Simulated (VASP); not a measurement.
# GaCoC4N4 (P-43m) in VASP: further runs, part 2 of 2

VASP 6.6.1. Earlier steps stand in the parts before.

## (3) Single point, PBE, collinear spin, ferromagnetic start

This run uses another cell than the first one, of 20.09 Å³/atom.

File INCAR:

```
PREC     = Accurate       # precision mode
ENCUT    = 520            # plane-wave cutoff, eV
EDIFF    = 1E-6           # SCF threshold, eV
ISMEAR   = 0              # smearing method
SIGMA    = 0.1            # smearing width, eV
LREAL    = False          # projectors in reciprocal space
LASPH    = True           # aspherical terms in the spheres
NELM     = 150            # most SCF steps
ALGO     = Normal         # electronic algorithm
ISIF     = 2              # what is computed and relaxed
LWAVE    = False          # write WAVECAR
LCHARG   = False          # write CHGCAR
ISPIN    = 2              # spin polarisation
MAGMOM   = 0 3 0 0 0 0 0 0 0 0 # initial moments
LORBIT   = 11             # projections on sites
LMAXMIX  = 4              # l up to which the mixer works
GGA      = PE             # functional
NBANDS   = 44             # bands
```

File KPOINTS:

```
Automatic mesh
0
Gamma
  4 4 4
```

File POSCAR:

```
GaCoC4N4
1.0
    5.8566411300      0.0000000000      0.0000000000
    0.0000000000      5.8566411300      0.0000000000
    0.0000000000      0.0000000000      5.8566411300
Ga Co C N
1 1 4 4
Direct
    0.5000000000      0.5000000000      0.5000000000
    0.0000000000      0.0000000000      0.0000000000
    0.1889787100      0.1889787100      0.1889787100
    0.1889787100      0.8110212900      0.8110212900
    0.8110212900      0.1889787100      0.8110212900
    0.8110212900      0.8110212900      0.1889787100
    0.3043178200      0.3043178200      0.3043178200
    0.3043178200      0.6956821800      0.6956821800
    0.6956821800      0.3043178200      0.6956821800
    0.6956821800      0.6956821800      0.3043178200
```

Potentials or basis: VASP PAW PBE potentials, release 64 (Ga_d, Co, C, N).

Started as:

```console
> cat potpaw_PBE.64/Ga_d/POTCAR potpaw_PBE.64/Co/POTCAR potpaw_PBE.64/C/POTCAR potpaw_PBE.64/N/POTCAR > POTCAR
> mpirun -np 1 vasp_std > vasp.out
```

OUTCAR:

```text
PREC = Accurate
   ENCUT = 520
   EDIFF = 1E-6
   ISMEAR = 0
   LREAL = False
   LASPH = True
   NELM = 150
   ISIF = 2
   ISPIN = 2
   LORBIT = 11
   GGA = PE

 ion  position               nearest neighbor table
   1  0.500  0.500  0.500-   7 1.99   8 1.99   9 1.99  10 1.99
   2  0.000  0.000  0.000-   3 1.92   4 1.92   5 1.92   6 1.92
   3  0.189  0.189  0.189-   7 1.17   2 1.92
   4  0.189  0.811  0.811-   8 1.17   2 1.92
   5  0.811  0.189  0.811-   9 1.17   2 1.92
   6  0.811  0.811  0.189-  10 1.17   2 1.92
   7  0.304  0.304  0.304-   3 1.17   1 1.99
   8  0.304  0.696  0.696-   4 1.17   1 1.99
   9  0.696  0.304  0.696-   5 1.17   1 1.99
  10  0.696  0.696  0.304-   6 1.17   1 1.99

  LATTYP: Found a simple cubic cell.
 ALAT       =     5.8566411300

  Lattice vectors:

 A1 = (   5.8566411300,   0.0000000000,   0.0000000000)
 A2 = (   0.0000000000,   5.8566411300,   0.0000000000)
 A3 = (   0.0000000000,   0.0000000000,   5.8566411300)

Analysis of symmetry for initial positions (statically):
=====================================================================
 Subroutine PRICEL returns:
 Original cell was already a primitive cell.

 Routine SETGRP: Setting up the symmetry group for a
 simple cubic supercell.

 Subroutine GETGRP returns: Found 24 space group operations
 (whereof 24 operations were pure point group operations)
 out of a pool of 48 trial point group operations.

The static configuration has the point symmetry T_d .

Analysis of symmetry for dynamics (positions and initial velocities):
=====================================================================
 Subroutine PRICEL returns:
 Original cell was already a primitive cell.

 Routine SETGRP: Setting up the symmetry group for a
 simple cubic supercell.

 Subroutine GETGRP returns: Found 24 space group operations
 (whereof 24 operations were pure point group operations)
 out of a pool of 48 trial point group operations.

The dynamic configuration has the point symmetry T_d .

Analysis of structural, dynamic, and magnetic symmetry:
=====================================================================
 Subroutine PRICEL returns:
 Original cell was already a primitive cell.

 Routine SETGRP: Setting up the symmetry group for a
 simple cubic supercell.

 Subroutine GETGRP returns: Found 24 space group operations
 (whereof 24 operations were pure point group operations)
 out of a pool of 48 trial point group operations.

The overall configuration has the point symmetry T_d .

 Subroutine INISYM returns: Found 24 space group operations
 (whereof 24 operations are pure point group operations),
 and found     1 'primitive' translations

----------------------------------------------------------------------------------------

                                     Primitive cell

  volume of cell :     200.8842

[... 101 lines left out ...]
   NUPDOWN=      -1.0000    fix difference up-down
   EMIN   =  10.00;   EMAX   =-10.00  energy-range for DOS
   EFERMI =   0.00;   METHOD = LEGACY
   ISMEAR =     0;   SIGMA  =   0.10  broadening in eV -4-tet -1-fermi 0-gaus
   EFERMI_NEDOS =   21; number of points for ismear=-14 and -15
   IALGO  =     38    algorithm
   IMIX   =      4    mixing-type and parameters
     AMIX     =   0.40;   BMIX     =  1.00
     AMIX_MAG =   1.60;   BMIX_MAG =  1.00
  volume/ion in A,a.u.               =      20.09       135.56
  Fermi-wavevector in a.u.,A,eV,Ry     =   1.082021  2.044723 15.929275  1.170769
  Thomas-Fermi vector in A             =   2.218052
   LORBIT       =     11    0 simple, 1 ext, 2 COOP (PROOUT), +10 PAW based schemes
   GGA     = PE    functional components
   LHFCALC =     F    Hartree Fock is set to
   AEXX    =    0.0000 exact exchange contribution
   IVDW    =     0    specifies the selected vdW correction
   LEPSILON=     F    determine dielectric tensor
   LRPA    =     F    only Hartree local field effects (RPA)
 spin polarized calculation
 Gauss-broadening in eV      SIGMA  =   0.10
  energy-cutoff  :      520.00
  volume of cell :      200.88
 maximum number of plane-waves:      5452
 NGX is ok and might be reduce to    48
   NGX = 21   NGY = 21   NGZ = 21

 number of electron      57.9999999 magnetization       1.9997521

 Free energy of the ion-electron system (eV)
  ---------------------------------------------------
  ext. energy  EPLUGINS =         0.00000000
  ---------------------------------------------------
  free energy    TOTEN  =       -76.54194732 eV

  energy without entropy =      -76.48679346  energy(sigma->0) =      -76.51437039

 E-fermi :   0.2165     XC(G=0):  -7.2651

 val. band max:        0.2130967347   @ k =   0.5000   0.5000   0.2500
 cond. band min:       0.2287647278   @ k =   0.2500   0.2500   0.0000
 fundamental gap:      0.0156679931
 Fermi energy:         0.2165212160

 spin component 1

 k-point     1 :       0.0000    0.0000    0.0000
  band No.  band energies     occupation
      1     -18.7043      1.00000
      2     -18.5754      1.00000
      3     -18.5754      1.00000
      4     -18.5754      1.00000
      5     -16.2290      1.00000
      6     -16.2290      1.00000
[... 429 lines left out ...]
     40       6.0502      0.00000
     41       6.0502      0.00000
 Fermi energy:         0.2165212160

 spin component 2

 k-point     1 :       0.0000    0.0000    0.0000
  band No.  band energies     occupation
      1     -18.6611      1.00000
      2     -18.5330      1.00000
      3     -18.5330      1.00000
      4     -18.5330      1.00000
      5     -16.2267      1.00000
      6     -16.2267      1.00000
[... 429 lines left out ...]
     40       6.1536      0.00000
     41       6.1537      0.00000
 [bands above 41 left out]

------------------------ aborting loop because EDIFF is reached ----------------------------------------

  FORCE on cell =-STRESS in cart. coord.  units (eV):
  Direction    XX          YY          ZZ          XY          YZ          ZX
  --------------------------------------------------------------------------------------
  -------------------------------------------------------------------------------------
  Total       -3.2735451     -3.2735451     -3.2735451     -0.0000000     -0.0000000     -0.0000000
  in kB      -26.1085695    -26.1085695    -26.1085695     -0.0000000     -0.0000000     -0.0000000
  external PRESSURE =     -26.1085695 kB  Pullay stress =       0.0000000 kB

 VOLUME and BASIS-vectors are now :
 -----------------------------------------------------------------------------
  energy-cutoff  :      520.00
  volume of cell :      200.88
      direct lattice vectors                 reciprocal lattice vectors
     5.856641130  0.000000000  0.000000000     0.170746334  0.000000000  0.000000000
     0.000000000  5.856641130  0.000000000     0.000000000  0.170746334  0.000000000
     0.000000000  0.000000000  5.856641130     0.000000000  0.000000000  0.170746334

 POSITION                                       TOTAL-FORCE (eV/Angst)
 -----------------------------------------------------------------------------------
      2.92832      2.92832      2.92832         0.000000     -0.000000      0.000000
      0.00000      0.00000      0.00000         0.000000     -0.000000      0.000000
      1.10678      1.10678      1.10678        -0.858407     -0.858407     -0.858407
      1.10678      4.74986      4.74986        -0.858407      0.858407      0.858407
      4.74986      1.10678      4.74986         0.858407     -0.858407      0.858407
      4.74986      4.74986      1.10678         0.858407      0.858407     -0.858407
      1.78228      1.78228      1.78228         1.541911      1.541911      1.541911
      1.78228      4.07436      4.07436         1.541911     -1.541911     -1.541911
      4.07436      1.78228      4.07436        -1.541911      1.541911     -1.541911
      4.07436      4.07436      1.78228        -1.541911     -1.541911      1.541911
 -----------------------------------------------------------------------------------
    total drift:                               -0.000000     -0.000000      0.000000

  FREE ENERGIE OF THE ION-ELECTRON SYSTEM (eV)
  ---------------------------------------------------
  free  energy   TOTEN  =       -76.5419473222 eV

  energy  without entropy=      -76.4867934562  energy(sigma->0) =      -76.51437039

 total charge

# of ion       s       p       d       tot
------------------------------------------
    1        0.660   0.700  10.128  11.488
    2        0.467   0.695   7.237   8.399
    3        0.967   1.582   0.000   2.549
    4        0.967   1.582   0.000   2.549
    5        0.967   1.582   0.000   2.549
    6        0.967   1.582   0.000   2.549
    7        1.277   2.646   0.000   3.923
    8        1.277   2.646   0.000   3.923
    9        1.277   2.646   0.000   3.923
   10        1.277   2.646   0.000   3.923
--------------------------------------------------
tot         10.102  18.308  17.364  45.774

 magnetization (x)

# of ion       s       p       d       tot
------------------------------------------
    1        0.002  -0.001   0.000   0.002
    2        0.009   0.094   1.524   1.627
    3        0.007  -0.002   0.000   0.005
    4        0.007  -0.002   0.000   0.005
    5        0.007  -0.002   0.000   0.005
    6        0.007  -0.002   0.000   0.005
    7        0.003   0.025   0.000   0.028
    8        0.003   0.025   0.000   0.028
    9        0.003   0.025   0.000   0.028
   10        0.003   0.025   0.000   0.028
--------------------------------------------------
tot          0.050   0.187   1.524   1.762
```

Wall time 4 min (1 thread of Intel Xeon Platinum 8259CL at 2.50GHz (Skylake/Cascade Lake), shared host); peak memory 0.48 GiB.

What came out:

```
Free energy                                           : -76.5419 eV
Pressure                                              : -2.6 GPa
Largest force                                         : 2.671 eV/Å
Band gap on the k mesh                                : zero (filled and empty bands overlap)
Net moment                                            : 2.00 μB per cell
Site moments                                          : Ga +0.00; Co +1.63; C +0.01; N +0.03 μB
Valence electrons inside the program's atomic spheres : Ga 11.49; Co 8.40; C 2.55; N 3.92
```

Forces in eV/Å, atoms in the order of the input:
```
Ga   0.000  0.000  0.000
Co   0.000  0.000  0.000
C   -0.858 -0.858 -0.858
C   -0.858  0.858  0.858
C    0.858 -0.858  0.858
C    0.858  0.858 -0.858
N    1.542  1.542  1.542
N    1.542 -1.542 -1.542
N   -1.542  1.542 -1.542
N   -1.542 -1.542  1.542
```

Levels at points of the mesh, in eV from the Fermi level:
Spin up:
| k point | band 28 | band 29 | band 30 | band 31 | band 32 | band 33 |
| --- | --- | --- | --- | --- | --- | --- |
| (0.00, 0.00, 0.00) | -1.52 | -1.52 | -1.52 | 2.63 | 2.69 | 2.69 |
| (0.50, 0.00, 0.00) | -1.43 | -1.26 | -1.26 | 2.63 | 2.63 | 2.64 |
| (0.50, 0.50, 0.00) | -1.41 | -1.23 | -1.23 | 2.52 | 2.90 | 3.03 |
| (0.50, 0.50, 0.50) | -1.42 | -1.42 | -1.42 | 2.60 | 3.11 | 3.11 |
Spin down:
```
           k point  band 25  band 26  band 27  band 28  band 29  band 30  band 31  band 32
(0.00, 0.00, 0.00)    -4.54    -1.26    -1.26    -0.21    -0.21    -0.21     2.66     3.17
(0.50, 0.00, 0.00)    -4.56    -1.30    -1.17    -0.05     0.12     0.12     2.69     2.86
(0.50, 0.50, 0.00)    -4.55    -1.28    -1.19     0.02     0.17     0.17     2.59     3.07
(0.50, 0.50, 0.50)    -4.41    -1.26    -1.26    -0.03    -0.03    -0.03     2.63     3.49
```

Caveat: a cell with one magnetic atom can't hold antiferromagnetic order, which such compounds often take; forces of over 1 eV/Å act on the atoms, so gaps and moduli don't describe the material at rest.
